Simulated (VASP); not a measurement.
Runs of VASP 6.6.1 on ZnPt. The structure is tetragonal, space group P4/mmm (No. 123). The conventional cell has a = 2.864 Å, b = 2.864 Å, c = 3.510 Å, α = 90.00°, β = 90.00°, γ = 90.00°. Zn (site symmetry 4/mmm) has 8 Pt at 2.68 Å and 4 Zn at 2.86 Å within 3.5 Å. Within 3.5 Å of Pt (site symmetry 4/mmm) lie 8 Zn at 2.68 Å and 4 Pt at 2.86 Å. 

| k mesh | gap on the mesh (eV) | pressure (GPa) |
| --- | --- | --- |
| 4 × 4 × 3 | none | -10.1 |
| 7 × 7 × 6 | none | -9.9 |
| 6 × 6 × 5 | none | (b) |
| 5 × 5 × 4 | none | (a) |
| 3 × 3 × 3 | none | -8.5 |

Alike in all rows: task single point; level LDA; potentials or basis VASP PAW LDA potentials, release 64 (Zn, Pt); no spin polarisation; cell as given; cutoff (eV) 520; smearing fermi-dirac 0.1 eV.

Question: Estimate the missing entries.

Answer: (a) -9.6; (b) -10.0.

Caveats: some runs use coarse meshes; spin-orbit coupling is left out, which moves the levels of the heavy elements.

A k mesh can miss the band edges, and the runs leave out spin-orbit coupling on Pt.

A gap of «none» marks levels without a gap at the run's occupations.
